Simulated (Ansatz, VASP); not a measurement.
# HfC in VASP and in Ansatz

```xyz
2
Lattice="0.0000 2.2867 2.2867 2.2867 0.0000 2.2867 2.2867 2.2867 0.0000" Properties=species:S:1:pos:R:3 pbc="T T T"
Hf    2.2867    2.2867    2.2867
C     0.0000    0.0000    0.0000
```

Alike in both runs: functional LDA; k mesh 8 × 8 × 8; occupations gaussian, width 0.1 eV; no spin polarisation.

Ansatz relaxed the structure, and its values are those at the end. VASP's run is a single point on that final structure, the one shown.

|  | VASP | Ansatz |
| --- | --- | --- |
| version | VASP 6.6.1 | Ansatz 0.2.0 |
| potentials or method | VASP PAW LDA potentials, release 64 (Hf_pv, C), cutoff 600 eV | scalar-relativistic, plane waves, PAW |
| valence electrons in the cell | 14 | 30 |

|  | VASP | Ansatz | Ansatz less VASP |
| --- | --- | --- | --- |
| gap on the k mesh at the Fermi level (eV) | none | none | - |
| pressure (GPa) | 0.4 | -0.1 | -0.51 |

LDA's correlation is that of Perdew and Zunger in VASP and of Perdew and Wang (1992) in Ansatz. A gap of «none» marks a metal or a gap that the smearing closes. VASP's potentials hold 14 valence electrons a cell and Ansatz's 30, so a difference there can come from the potentials and not from the codes.

Spin-orbit coupling is off throughout.
